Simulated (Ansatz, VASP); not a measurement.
Two plane-wave programs on MgSc2Br

```
Mg Sc Br
1.0
     3.27126    0.00000    0.00000
     0.00000    3.27126    0.00000
     0.00000    0.00000    9.90456
Mg Sc Br
1 2 1
Direct
  0.00000 0.00000 0.50000
  0.50000 0.00000 0.77410
  0.00000 0.50000 0.22590
  0.50000 0.50000 0.00000
```

Change from the starting cell: species swapped into the Mg2SeS type (P-4m2, No. 115).

Alike in both runs: task single point; functional PBE; k mesh 6 × 6 × 2; occupations gaussian, width 0.1 eV; collinear spin.

|  | VASP | Ansatz |
| --- | --- | --- |
| version | VASP 6.6.1 | Ansatz 0.2.0 |
| potentials or method | VASP PAW PBE potentials, release 64 (Mg, Sc_sv, Br), cutoff 520 eV | scalar-relativistic, plane waves, PAW |
| valence electrons in the cell | 31 | 39 |

```csv
,VASP,Ansatz,Ansatz less VASP
gap on the k mesh at the Fermi level (eV),none,none,-
pressure (GPa),0.4,0.4,-0.03
"traceless stress, the component that is largest in VASP (GPa)",0.06,0.02,-0.031
rms of the force components (eV/Å),0.044,0.037,-0.0069
net moment per atom (μB),0.43,0.43,0.000
size of the moment on the site where the two differ most (μB),0.53,0.47,-0.059
```

Site moments also hang on the region over which each program counts them. Atom by atom the forces differ by 0.007 eV/Å (rms over components). A gap of «none» marks a metal or a gap that the smearing closes. With one functional, cell and mesh, what is left measures potentials, basis and numerics. VASP's potentials hold 31 valence electrons a cell and Ansatz's 39, so a difference there can come from the potentials and not from the codes.
